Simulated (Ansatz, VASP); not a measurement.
LiCl: VASP beside Ansatz

```xyz
2
Lattice="0.0000 2.5648 2.5648 2.5648 0.0000 2.5648 2.5648 2.5648 0.0000" Properties=species:S:1:pos:R:3 pbc="T T T"
Cl    2.5648    2.5648    2.5648
Li    0.0000    0.0000    0.0000
```

Alike in both runs: task relaxation of cell and atoms; functional revPBE; dispersion D3(BJ); k mesh 9 × 9 × 9; occupations fermi-dirac, width 0.05 eV; no spin polarisation.

```csv
,VASP,Ansatz
version,VASP 6.6.1,Ansatz 0.2.0
potentials or method,"VASP PAW PBE potentials, release 64 (Cl, Li_sv), cutoff 750 eV","all-electron LAPW, scalar-relativistic"
```

|  | VASP | Ansatz | Ansatz less VASP |
| --- | --- | --- | --- |
| relaxed volume (Å³/atom) | 15.62 | 15.68 | +0.061 |
| relaxed cell length with the largest relative difference (Å) | 3.535 | 3.540 | +0.0046 |

VASP's potentials were made for PBE, not for revPBE. Ansatz ran all-electron here, and VASP with PAW potentials.
